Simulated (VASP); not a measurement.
# Br (P6_3/mmc) in VASP: relaxation of shape and atoms at fixed volume with PBEsol

Aim: the relaxation of shape and atoms at fixed volume of Br with PBEsol.

All numbers are computed with VASP 6.6.1; they aren't measurements. Logs are shortened: lines on timing, memory, paths and dates and some standing lists are left out, and cuts for length are marked.

**1. The cell of the first run**

Symmetry: P6_3/mmc, No. 194, hexagonal system. The conventional cell has a = 3.290 Å, b = 3.290 Å, c = 3.762 Å, α = 90.00°, β = 90.00°, γ = 120.00°. Within 3.5 Å of Br (site symmetry -6m2) lie 12 Br at 2.67 to 3.29 Å.

**2. Relaxation of shape and atoms at fixed volume, PBEsol**

File INCAR:

```
SYSTEM = Br
ALGO = Normal
EDIFF = 1E-6
EDIFFG = -0.005
ENCUT = 600
GGA = PS
IBRION = 2
ISIF = 4
ISMEAR = -1
LASPH = .True.
LCHARG = .False.
LREAL = .False.
LWAVE = .False.
NELM = 60
NSW = 50
PREC = Accurate
SIGMA = 0.1
```

File KPOINTS:

```
k-points
0
Gamma
  14 14 8
  0 0 0
```

File POSCAR:

```
Br
1.0
    3.2904459123      0.0000000000      0.0000000000
   -1.6452229562      2.8496097498      0.0000000000
    0.0000000000      0.0000000000      3.7620701616
Br
2
Direct
    0.3333333333      0.6666666667      0.2500000000
    0.6666666667      0.3333333333      0.7500000000
```

Potentials or basis: VASP PAW PBE potentials, release 64 (Br).

The run is started by

```
$ cat potpaw_PBE.64/Br/POTCAR > POTCAR
$ mpirun -np 1 vasp_std > vasp.out
```

OUTCAR:

```text
SYSTEM = Br
   EDIFF = 1E-6
   EDIFFG = -0.005
   ENCUT = 600
   GGA = PS
   IBRION = 2
   ISIF = 4
   ISMEAR = -1
   LASPH = .True.
   LREAL = .False.
   NELM = 60
   NSW = 50
   PREC = Accurate

 ion  position               nearest neighbor table
   1  0.333  0.667  0.250-   2 2.67   2 2.67   2 2.67   2 2.67   2 2.67   2 2.67
   2  0.667  0.333  0.750-   1 2.67   1 2.67   1 2.67   1 2.67   1 2.67   1 2.67

  LATTYP: Found a hexagonal cell.
 ALAT       =     3.2904459123
 C/A-ratio  =     1.1433314091

  Lattice vectors:

 A1 = (   3.2904459123,   0.0000000000,   0.0000000000)
 A2 = (  -1.6452229562,   2.8496097498,   0.0000000000)
 A3 = (   0.0000000000,   0.0000000000,   3.7620701616)

Analysis of symmetry for initial positions (statically):
=====================================================================
 Subroutine PRICEL returns:
 Original cell was already a primitive cell.

 Routine SETGRP: Setting up the symmetry group for a
 hexagonal supercell.

 Subroutine GETGRP returns: Found 24 space group operations
 (whereof 12 operations were pure point group operations)
 out of a pool of 24 trial point group operations.

The static configuration has the point symmetry D_3d.
 The point group associated with its full space group is D_6h.

Analysis of symmetry for dynamics (positions and initial velocities):
=====================================================================
 Subroutine PRICEL returns:
 Original cell was already a primitive cell.

 Routine SETGRP: Setting up the symmetry group for a
 hexagonal supercell.

 Subroutine GETGRP returns: Found 24 space group operations
 (whereof 12 operations were pure point group operations)
 out of a pool of 24 trial point group operations.

The dynamic configuration has the point symmetry D_3d.
 The point group associated with its full space group is D_6h.

 Subroutine INISYM returns: Found 24 space group operations
 (whereof 12 operations are pure point group operations),
 and found     1 'primitive' translations

----------------------------------------------------------------------------------------

                                     Primitive cell

  volume of cell :      35.2750

  direct lattice vectors                    reciprocal lattice vectors
     3.290445912  0.000000000  0.000000000     0.303910177  0.175462623  0.000000000
    -1.645222956  2.849609750  0.000000000     0.000000000  0.350925245  0.000000000
     0.000000000  0.000000000  3.762070162     0.000000000  0.000000000  0.265811098

  length of vectors
     3.290445912  3.290445912  3.762070162     0.350925245  0.350925245  0.265811098

  position of ions in fractional coordinates (direct lattice)
[... 103 lines left out ...]
   LORBIT       =      0    0 simple, 1 ext, 2 COOP (PROOUT), +10 PAW based schemes
   GGA     = PS    functional components
   LHFCALC =     F    Hartree Fock is set to
   AEXX    =    0.0000 exact exchange contribution
   IVDW    =     0    specifies the selected vdW correction
   LEPSILON=     F    determine dielectric tensor
   LRPA    =     F    only Hartree local field effects (RPA)
 conjugate gradient relaxation of ions
 non-spin polarized calculation
  energy-cutoff  :      600.00
  volume of cell :       35.28
 maximum number of plane-waves:      1209
 NGX is ok and might be reduce to    28
   NGX = 13   NGY = 13   NGZ = 15

--------------------------------------- Ionic step        1  -------------------------------------------

 number of electron      13.9999997 magnetization

 Free energy of the ion-electron system (eV)
  ---------------------------------------------------
  ext. energy  EPLUGINS =         0.00000000
  ---------------------------------------------------
  free energy    TOTEN  =        -1.46915965 eV

  energy without entropy =       -1.42593679  energy(sigma->0) =       -1.44754822

------------------------ aborting loop because EDIFF is reached ----------------------------------------

  FORCE on cell =-STRESS in cart. coord.  units (eV):
  Direction    XX          YY          ZZ          XY          YZ          ZX
  --------------------------------------------------------------------------------------
  -------------------------------------------------------------------------------------
  Total        6.9412055      6.9412055     11.8936266     -0.0000000      0.0000000      0.0000000
  in kB      315.2669514    315.2669514    540.2040653     -0.0000000      0.0000000      0.0000000
  external PRESSURE =     390.2459894 kB  Pullay stress =       0.0000000 kB
[... 59 lines left out ...]
--------------------------------------- Ionic step        3  -------------------------------------------

 number of electron      13.9999996 magnetization

 Free energy of the ion-electron system (eV)
  ---------------------------------------------------
  ext. energy  EPLUGINS =         0.00000000
  ---------------------------------------------------
  free energy    TOTEN  =        -1.81056369 eV

  energy without entropy =       -1.76144051  energy(sigma->0) =       -1.78600210

 E-fermi :   6.8886     XC(G=0): -11.4211

 val. band max:        6.8736916009   @ k =   0.2857   0.2857   0.3750
 cond. band min:       6.8999070313   @ k =   0.2143   0.1429   0.5000
 fundamental gap:      0.0262154304
 Fermi energy:         6.8885536737

 k-point     1 :       0.0000    0.0000    0.0000
  band No.  band energies     occupation
      1     -12.2062      2.00000
      2      -7.5038      2.00000
      3      -1.3348      2.00000
      4       5.6886      1.99999
      5       5.6886      1.99999
      6       7.7549      0.00035
      7       7.7549      0.00035
      8       9.5828      0.00000
      9      12.9484      0.00000
     10      16.4573      0.00000
     11      17.9832      0.00000
[... 309 lines left out ...]
 k-point    24 :       0.3571    0.2857    0.0000
  band No.  band energies     occupation
      1      -8.6524      2.00000
      2      -8.1925      2.00000
      3      -0.2268      2.00000
      4       2.3116      2.00000
      5       2.6829      2.00000
      6       2.9338      2.00000
      7       3.6842      2.00000
      8       4.8005      2.00000
      9      12.1389      0.00000
     10      17.1226      0.00000
     11      19.3338      0.00000

 [... further k-points ...]

------------------------ aborting loop because EDIFF is reached ----------------------------------------

  FORCE on cell =-STRESS in cart. coord.  units (eV):
  Direction    XX          YY          ZZ          XY          YZ          ZX
  --------------------------------------------------------------------------------------
  -------------------------------------------------------------------------------------
  Total        6.5175308      6.5175308      6.5071887     -0.0000000     -0.0000000      0.0000000
  in kB      296.0238076    296.0238076    295.5540744     -0.0000000     -0.0000000      0.0000000
  external PRESSURE =     295.8672299 kB  Pullay stress =       0.0000000 kB
[... 17 lines left out ...]
  FREE ENERGIE OF THE ION-ELECTRON SYSTEM (eV)
  ---------------------------------------------------
  free  energy   TOTEN  =        -1.8105636946 eV

  energy  without entropy=       -1.7614405145  energy(sigma->0) =       -1.78600210

 reached required accuracy - stopping structural energy minimisation
```

It took 2.5 min on 1 thread of Intel Xeon 8259CL, shared host; peak memory 0.19 GiB.

Results:

- Free energy: -1.8106 eV
- Energy gained by relaxing: 170.7 meV/atom
- Ionic steps: 3
- Pressure after relaxing: 29.6 GPa
- Band gap on the k mesh: zero (bands 7 and 8 overlap by 3.16 eV)

The path:
| step | energy change (eV) | largest force (eV/Å) | pressure (GPa) | volume (Å³) |
| --- | --- | --- | --- | --- |
| 1 | 0.0000 | 0.0000 | 39.02 | 35.28 |
| 2 | -0.2832 | 0.0000 | 32.90 | 35.28 |
| 3 | -0.3414 | 0.0000 | 29.59 | 35.28 |

Final structure:
```cif
data_structure
_symmetry_space_group_name_H-M 'P 1'
_symmetry_Int_Tables_number 1
_cell_length_a 3.0782
_cell_length_b 3.0782
_cell_length_c 4.2987
_cell_angle_alpha 90.000
_cell_angle_beta 90.000
_cell_angle_gamma 120.000
_cell_volume 35.28
loop_
_atom_site_label
_atom_site_type_symbol
_atom_site_fract_x
_atom_site_fract_y
_atom_site_fract_z
_atom_site_occupancy
Br1 Br 0.33333 0.66667 0.25000 1
Br2 Br 0.66667 0.33333 0.75000 1
```

Caveat: the PAW data sets were made with another functional, which shifts forces and pressure a little.

The gap in the log of VASP goes by the Fermi energy; the results here count the filled bands.